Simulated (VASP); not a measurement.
# LiBe16 (a cell with a defect) in VASP: single point with PBE

Aim: the single point of LiBe16 (a cell with a defect) with PBE.

All numbers are computed with VASP 6.6.1; they aren't measurements. Logs are shortened: lines on timing, memory, paths and dates and some standing lists are left out, and cuts for length are marked.

### 1 The cell of the first run

The cell holds a defect, 17 atoms: a = 4.580 Å, b = 3.966 Å, c = 7.177 Å, α = 90.00°, β = 90.00°, γ = 90.00°.

### 2 Single point, PBE

INCAR

```
PREC = Accurate ; ENCUT = 520
EDIFF = 1E-6 ; ISMEAR = 0
SIGMA = 0.05 ; LREAL = Auto
LASPH = True ; NELM = 60
ALGO = Normal ; ISIF = 2
LWAVE = False ; LCHARG = False
GGA = PE ; NBANDS = 32
```

KPOINTS

```
Automatic mesh
0
Gamma
  5 5 3
```

POSCAR

```
LiBe16
1.0
   -2.2900000000     -3.9663960000      0.0000000000
    3.4350000000     -1.9831980000      0.0000000000
    0.0000000000      0.0000000000      7.1768600000
Be Li
16 1
Direct
    0.7605422507      0.5283926718     -0.0071797875
    0.5098144329      0.3520406482      0.2385801261
    0.7822405097      0.4439985413      0.4930813734
    0.5097215490      0.3520859645      0.7469747045
    0.5110871948      0.0341965552     -0.0072918077
    0.2558003619      0.9005889923      0.2392024597
    0.5742793319      0.0426007195      0.4926720255
    0.2558492862      0.9003619161      0.7464427088
    0.2663933230      0.5440281930     -0.0071451804
    0.0142671503      0.3979337437      0.2401359308
    0.1908744003      0.2230919394      0.4930107080
    0.0144342705      0.3978064260      0.7458379224
    0.0071654438      0.0391635256     -0.0072120686
    0.7435170996      0.8477154006      0.2380247543
   -0.0219993370     -0.1623214704      0.4925066710
    0.7437810383      0.8479086990      0.7472372828
    0.3768236240      0.6320073842      0.4927388969
```

Potentials or basis: VASP PAW PBE potentials, release 64 (Be, Li_sv).

Run with:

```console
> cat potpaw_PBE.64/Be/POTCAR potpaw_PBE.64/Li_sv/POTCAR > POTCAR
> mpirun -np 1 vasp_std > vasp.out
```

OUTCAR:

```text
PREC = Accurate
   ENCUT = 520
   EDIFF = 1E-6
   ISMEAR = 0
   LREAL = Auto
   LASPH = True
   NELM = 60
   ISIF = 2
   GGA = PE

 ion  position               nearest neighbor table
   1  0.761  0.528  0.993-  14 2.17  16 2.17  12 2.18  10 2.18   2 2.22   4 2.22  13 2.25   9 2.26
                             5 2.27   5 2.31   9 2.32  13 2.32
   2  0.510  0.352  0.239-   6 2.14   5 2.17   1 2.22   7 2.22  17 2.22   9 2.22  14 2.24   3 2.24
                            14 2.27  10 2.28  10 2.32
   3  0.782  0.444  0.493-  15 1.80   7 1.86  17 2.00  11 2.07  12 2.11  10 2.11   4 2.24   2 2.24

   4  0.510  0.352  0.747-   8 2.14   5 2.17   1 2.22   7 2.22  17 2.22   9 2.22   3 2.24  16 2.24
                            16 2.27  12 2.28  12 2.32
   5  0.511  0.034  0.993-   4 2.17   2 2.17   8 2.18   6 2.19  14 2.19  16 2.19   9 2.24   1 2.27
                            13 2.27  13 2.31   1 2.31   9 2.31
   6  0.256  0.901  0.239-   2 2.14  13 2.17  17 2.18   5 2.19  15 2.23  14 2.24  11 2.25  10 2.26
                             9 2.26  10 2.28  14 2.36
   7  0.574  0.043  0.493-   3 1.86  17 1.86  11 1.90  15 2.02  16 2.13  14 2.13   2 2.22   4 2.22

   8  0.256  0.900  0.746-   4 2.14  13 2.17  17 2.18   5 2.18  15 2.24  11 2.24  16 2.24  12 2.26
                             9 2.26  12 2.28  16 2.35
   9  0.266  0.544  0.993-  12 2.19  10 2.20   2 2.22   4 2.22   5 2.24   1 2.26   8 2.26   6 2.26
                            13 2.29   5 2.31   1 2.32  13 2.33
  10  0.014  0.398  0.240-  11 2.10   3 2.11  14 2.17   1 2.18   9 2.20   6 2.26  13 2.28   2 2.28
                             6 2.28   2 2.32
  11  0.191  0.223  0.493-  15 1.81  17 1.83   7 1.90   3 2.07  12 2.10  10 2.10   8 2.24   6 2.25
                            17 2.49
  12  0.014  0.398  0.746-  11 2.10   3 2.11  16 2.17   1 2.18   9 2.19   8 2.26  13 2.27   4 2.28
                             8 2.28   4 2.32
  13  0.007  0.039  0.993-   8 2.17   6 2.17   1 2.25  14 2.27  16 2.27   5 2.27  12 2.27  10 2.28
                             9 2.29   5 2.31   1 2.32   9 2.33
  14  0.744  0.848  0.238-  15 2.12   7 2.13   1 2.17  10 2.17   5 2.19   2 2.24   6 2.24  13 2.27
                             2 2.27   6 2.36
  15  0.978  0.838  0.493-   3 1.80  11 1.81  17 2.00   7 2.02  14 2.12  16 2.12   6 2.23   8 2.24

  16  0.744  0.848  0.747-  15 2.12   7 2.13   1 2.17  12 2.17   5 2.19   4 2.24   8 2.24  13 2.27
                             4 2.27   8 2.35
  17  0.377  0.632  0.493-  11 1.83   7 1.86  15 2.00   3 2.00   6 2.18   8 2.18   2 2.22   4 2.22
                            11 2.49

  LATTYP: Found a simple orthorhombic cell.
 ALAT       =     3.9663962620
 B/A-ratio  =     1.1547004875
 C/A-ratio  =     1.8094157835

  Lattice vectors:

 A1 = (  -3.4350000000,   1.9831980000,   0.0000000000)
 A2 = (  -2.2900000000,  -3.9663960000,   0.0000000000)
 A3 = (   0.0000000000,   0.0000000000,   7.1768600000)

Analysis of symmetry for initial positions (statically):
=====================================================================
 Subroutine PRICEL returns:
 Original cell was already a primitive cell.

 Routine SETGRP: Setting up the symmetry group for a
 simple orthorhombic supercell.

 Subroutine GETGRP returns: Found  1 space group operations
 (whereof  1 operations were pure point group operations)
 out of a pool of  8 trial point group operations.

The static configuration has the point symmetry C_1 .

Analysis of symmetry for dynamics (positions and initial velocities):
=====================================================================
 Subroutine PRICEL returns:
 Original cell was already a primitive cell.

 Routine SETGRP: Setting up the symmetry group for a
 simple orthorhombic supercell.

 Subroutine GETGRP returns: Found  1 space group operations
 (whereof  1 operations were pure point group operations)
 out of a pool of  8 trial point group operations.

The dynamic configuration has the point symmetry C_1 .

 Subroutine INISYM returns: Found  1 space group operations
 (whereof  1 operations are pure point group operations),
 and found     1 'primitive' translations

----------------------------------------------------------------------------------------

                                     Primitive cell

  volume of cell :     130.3755

  direct lattice vectors                    reciprocal lattice vectors
    -2.290000000 -3.966396000  0.000000000    -0.109170306 -0.189088533  0.000000000
     3.435000000 -1.983198000  0.000000000     0.218340611 -0.126059022  0.000000000
     0.000000000  0.000000000  7.176860000     0.000000000  0.000000000  0.139336702

  length of vectors
     4.579999697  3.966396262  7.176860000     0.218340626  0.252118027  0.139336702

  position of ions in fractional coordinates (direct lattice)
     0.760542251  0.528392672  0.992820212
     0.509814433  0.352040648  0.238580126
     0.782240510  0.443998541  0.493081373
     0.509721549  0.352085964  0.746974704
     0.511087195  0.034196555  0.992708192
     0.255800362  0.900588992  0.239202460
[... 9 lines left out ...]
     0.743781038  0.847908699  0.747237283
     0.376823624  0.632007384  0.492738897

  ion indices of the primitive-cell ions
   primitive index   ion index
                 1           1
                 2           2
                 3           3
                 4           4
                 5           5
                 6           6
[... 9 lines left out ...]
                16          16
                17          17

----------------------------------------------------------------------------------------

 KPOINTS: Automatic mesh

Automatic generation of k-mesh.
 Grid dimensions read from file:
 generate k-points for:    5    5    3

 Generating k-lattice:

  Cartesian coordinates                     Fractional coordinates (reciprocal lattice)
    -0.021834061 -0.037817707  0.000000000     0.200000000  0.000000000  0.000000000
     0.043668122 -0.025211804  0.000000000     0.000000000  0.200000000  0.000000000
     0.000000000  0.000000000  0.046445567     0.000000000  0.000000000  0.333333333

  Length of vectors
     0.043668125  0.050423605  0.046445567

  Shift w.r.t. Gamma in fractional coordinates (k-lattice)
     0.000000000  0.000000000  0.000000000

 Subroutine IBZKPT returns following result:
 ===========================================

 Found     38 irreducible k-points:

 Following reciprocal coordinates:
            Coordinates               Weight
  0.000000  0.000000  0.000000      1.000000
  0.200000  0.000000  0.000000      2.000000
  0.400000  0.000000  0.000000      2.000000
  0.000000  0.200000  0.000000      2.000000
  0.200000  0.200000  0.000000      2.000000
 -0.200000  0.200000  0.000000      2.000000
[... 16 lines left out ...]
  0.200000 -0.200000 -0.333333      2.000000
 -0.200000 -0.200000  0.333333      2.000000
 [... further k-points ...]
   k-points           NKPTS =     38   k-points in BZ     NKDIM =     38   number of bands    NBANDS=     32
   number of dos      NEDOS =    301   number of ions     NIONS =     17
   total plane-waves  NPLWV =  58320
   dimension x,y,z NGX =    36 NGY =   30 NGZ =   54
   dimension x,y,z NGXF=    72 NGYF=   60 NGZF=  108
   ions per type =              16   1
   NGX,Y,Z   is equivalent  to a cutoff of  13.07, 12.57, 12.51 a.u.
   NGXF,Y,Z  is equivalent  to a cutoff of  26.13, 25.15, 25.02 a.u.
 SYSTEM =  unknown system
   PREC   = accura    normal or accurate (medium, high low for compatibility)
   ISTART =      0    job   : 0-new  1-cont  2-samecut
   ICHARG =      2    charge: 1-file 2-atom 10-const
   ISPIN  =      1    spin polarized calculation?
   LNONCOLLINEAR =      F non collinear calculations
   LSORBIT =      F    spin-orbit coupling
   LASPH  =      T    aspherical Exc in radial PAW
   ENCUT  =  520.0 eV  38.22 Ry    6.18 a.u.   8.52  7.37 13.34*2*pi/ulx,y,z
   NELM   =     60;   NELMIN=  2; NELMDL= -5     # of ELM steps
   EDIFF  = 0.1E-05   stopping-criterion for ELM
   LREAL  =      T    real-space projection
   EDIFFG = 0.1E-04   stopping-criterion for IOM
   NSW    =      0    number of steps for IOM
   IBRION =     -1    ionic relax: 0-MD 1-quasi-New 2-CG
   NFREE  =      0    steps in history (QN), initial steepest desc. (CG)
   ISIF   =      2    stress and relaxation
   ISYM   =      2    0-nonsym 1-usesym 2-fastsym
   POTIM  = 0.5000    time-step for ionic-motion
   TEBEG  =    0.0;   TEEND  =   0.0 temperature during run
   PSTRESS=    0.0 pullay stress
   NELECT =      35.0000    total number of electrons
   NUPDOWN=      -1.0000    fix difference up-down
   EMIN   =  10.00;   EMAX   =-10.00  energy-range for DOS
   EFERMI =   0.00;   METHOD = LEGACY
   ISMEAR =     0;   SIGMA  =   0.05  broadening in eV -4-tet -1-fermi 0-gaus
   EFERMI_NEDOS =   21; number of points for ismear=-14 and -15
   IALGO  =     38    algorithm
   IMIX   =      4    mixing-type and parameters
     AMIX     =   0.40;   BMIX     =  1.00
     AMIX_MAG =   1.60;   BMIX_MAG =  1.00
  volume/ion in A,a.u.               =       7.67        51.75
  Fermi-wavevector in a.u.,A,eV,Ry     =   1.056085  1.995711 15.174786  1.115315
  Thomas-Fermi vector in A             =   2.191307
   LORBIT       =      0    0 simple, 1 ext, 2 COOP (PROOUT), +10 PAW based schemes
   GGA     = PE    functional components
   LHFCALC =     F    Hartree Fock is set to
   AEXX    =    0.0000 exact exchange contribution
   IVDW    =     0    specifies the selected vdW correction
   LEPSILON=     F    determine dielectric tensor
   LRPA    =     F    only Hartree local field effects (RPA)
 non-spin polarized calculation
 Gauss-broadening in eV      SIGMA  =   0.05
  energy-cutoff  :      520.00
  volume of cell :      130.38
 maximum number of plane-waves:      3529
 NGX is ok and might be reduce to    36
   NGX = 17   NGY = 15   NGZ = 27

 number of electron      34.9999998 magnetization

 Free energy of the ion-electron system (eV)
  ---------------------------------------------------
  ext. energy  EPLUGINS =         0.00000000
  ---------------------------------------------------
  free energy    TOTEN  =       -57.49024187 eV

  energy without entropy =      -57.48647072  energy(sigma->0) =      -57.48835629

 E-fermi :   7.1825     XC(G=0): -10.6567

 val. band max:        7.1540347322   @ k =   0.2000   0.2000   0.0000
 cond. band min:       7.2024894392   @ k =   0.4000   0.0000   0.0000
 fundamental gap:      0.0484547069
 Fermi energy:         7.1825395416

 k-point     1 :       0.0000    0.0000    0.0000
  band No.  band energies     occupation
      1     -38.9225      2.00000
      2      -4.0502      2.00000
      3      -2.1109      2.00000
      4      -1.8805      2.00000
      5       1.0037      2.00000
      6       1.1154      2.00000
[... 21 lines left out ...]
     28      11.0273      0.00000
     29      11.0767      0.00000

 k-point     2 :       0.2000    0.0000    0.0000
  band No.  band energies     occupation
      1     -38.9225      2.00000
      2      -3.8502      2.00000
      3      -1.8935      2.00000
      4      -1.7176      2.00000
      5      -0.6941      2.00000
      6       1.2840      2.00000
[... 21 lines left out ...]
     28      12.0148      0.00000
     29      12.7599      0.00000

 k-point     3 :       0.4000    0.0000    0.0000
  band No.  band energies     occupation
      1     -38.9225      2.00000
      2      -3.2640      2.00000
      3      -2.2102      2.00000
      4      -1.2454      2.00000
      5      -1.0510      2.00000
      6      -0.1716      2.00000
[... 638 lines left out ...]
      5       0.0614      2.00000
      6       0.3730      2.00000
[... 21 lines left out ...]
     28      12.0854      0.00000
     29      12.5421      0.00000

 k-point    24 :      -0.2000   -0.2000    0.3333
  band No.  band energies     occupation
      1     -38.9225      2.00000
      2      -3.3530      2.00000
      3      -2.6581      2.00000
      4      -0.3489      2.00000
      5       0.0741      2.00000
      6       0.3316      2.00000
[... 21 lines left out ...]
     28      12.1413      0.00000
     29      12.6640      0.00000

 [... further k-points ...]

 [bands above 29 left out]

------------------------ aborting loop because EDIFF is reached ----------------------------------------

  FORCE on cell =-STRESS in cart. coord.  units (eV):
  Direction    XX          YY          ZZ          XY          YZ          ZX
  --------------------------------------------------------------------------------------
  -------------------------------------------------------------------------------------
  Total       10.5413043     15.2776684      1.6020770     -3.4815828     -0.0098761     -0.0097724
  in kB      129.5414963    187.7464081     19.6878347    -42.7849759     -0.1213667     -0.1200923
  external PRESSURE =     112.3252464 kB  Pullay stress =       0.0000000 kB

 VOLUME and BASIS-vectors are now :
 -----------------------------------------------------------------------------
  energy-cutoff  :      520.00
  volume of cell :      130.38
      direct lattice vectors                 reciprocal lattice vectors
    -2.290000000 -3.966396000  0.000000000    -0.109170306 -0.189088533  0.000000000
     3.435000000 -1.983198000  0.000000000     0.218340611 -0.126059022  0.000000000
     0.000000000  0.000000000  7.176860000     0.000000000  0.000000000  0.139336702

 POSITION                                       TOTAL-FORCE (eV/Angst)
 -----------------------------------------------------------------------------------
      0.07339     -4.06452      7.12533         0.001577      0.001643     -0.001484
      0.04178     -2.72029      1.71226         0.000044     -0.003091     -0.004003
     -0.26620     -3.98321      3.53878        -0.005396      0.003132     -0.001718
      0.04215     -2.72001      5.36093         0.000081     -0.003463      0.003899
     -1.05292     -2.09499      7.12453         0.004340     -0.000354      0.002603
      2.50774     -2.80065      1.71672        -0.000431      0.004447     -0.004994
[... 9 lines left out ...]
      1.20931     -4.63170      5.36282        -0.000069     -0.002924      0.000962
      1.30802     -2.74803      3.53632        -0.006444     -0.007627      0.003631
 -----------------------------------------------------------------------------------
    total drift:                               -0.001830     -0.002897      0.001809

  FREE ENERGIE OF THE ION-ELECTRON SYSTEM (eV)
  ---------------------------------------------------
  free  energy   TOTEN  =       -57.4902418667 eV

  energy  without entropy=      -57.4864707188  energy(sigma->0) =      -57.48835629
```

Wall time 1.8 min (1 thread of Intel Xeon 6975P-C (Granite Rapids), shared host); peak memory 0.28 GiB.

What came out:

```
Free energy   : -57.4902 eV
Largest force : 0.013 eV/Å
```

Forces on the atoms (eV/Å):
```
Be   0.002  0.002 -0.001
Be   0.000 -0.003 -0.004
Be  -0.005  0.003 -0.002
Be   0.000 -0.003  0.004
Be   0.004  0.000  0.003
Be   0.000  0.004 -0.005
Be  -0.003 -0.012 -0.001
Be   0.000  0.005  0.001
Be   0.001  0.006  0.001
Be  -0.004 -0.002 -0.002
Be   0.000  0.009 -0.001
Be  -0.002 -0.001  0.001
Be   0.001  0.004  0.001
Be   0.003 -0.004  0.001
Be   0.009  0.004  0.000
Be   0.000 -0.003  0.001
Li  -0.006 -0.008  0.004
```

Levels at points of the mesh, in eV from the Fermi level:
| k point | band 14 | band 15 | band 16 | band 17 | band 18 | band 19 | band 20 | band 21 |
| --- | --- | --- | --- | --- | --- | --- | --- | --- |
| (0.00, 0.00, 0.00) | -3.27 | -3.27 | -1.25 | 0.26 | 0.39 | 0.59 | 1.03 | 1.41 |

Caveat: the cutoff is under 1.25 times the usual one of these potentials, so pressure, stress and relaxed cells hold a basis-set (Pulay) error.
